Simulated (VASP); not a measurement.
Wanted: the native input for a VASP 6.6.1 run.

* Task: single point
* Functional: PBEsol
* Potentials or basis: VASP PAW PBE potentials, release 64 (Al, P)
* Cutoff: 500 eV
* k mesh: 8 × 8 × 8
* Occupations: gaussian, width 0.02 eV
* Spin: no spin polarisation
* Dipole correction: no
* Further INCAR settings: ALGO = Normal; EDIFF = 1e-06; NBANDS = 11

The structure of AlP lies in POSCAR:

```
AlP
1.0
    0.0000000000      2.8162591500      2.8162591500
    2.8162591500      0.0000000000      2.8162591500
    2.8162591500      2.8162591500      0.0000000000
Al P
1 1
Direct
    0.0000000000      0.0000000000      0.0000000000
    0.7500000000      0.7500000000      0.7500000000
```

This cell differs from its parent crystal: strained.

One way to write it, as run:

INCAR

```
  ALGO = Normal
  EDIFF = 1E-6
  ENCUT = 500
  GGA = PS
  GGA_COMPAT = False
  ISIF = 2
  ISMEAR = 0
  LASPH = True
  LCHARG = False
  LREAL = False
  LWAVE = False
  NBANDS = 11
  NELM = 120
  PREC = Accurate
  SIGMA = 0.02
```

KPOINTS

```
k-points
0
Gamma
  8 8 8
```

Potentials or basis: VASP PAW PBE potentials, release 64 (Al, P).

Launch:

```bash
$ cat potpaw_PBE.64/Al/POTCAR potpaw_PBE.64/P/POTCAR > POTCAR
$ mpirun -np 1 vasp_std > vasp.out
```

It gave:

```json
{"Pressure": "-6.3 GPa", "Band gap on the k mesh": "1.61 eV, indirect (least direct gap 2.44 eV)"}
```

Caveat: the cell differs from its parent crystal (strained); the PAW data sets were made with another functional, which shifts forces and pressure a little.

Wall time 21 s on 1 thread of Intel Xeon 8259CL (shared host), peak memory 0.16 GiB.
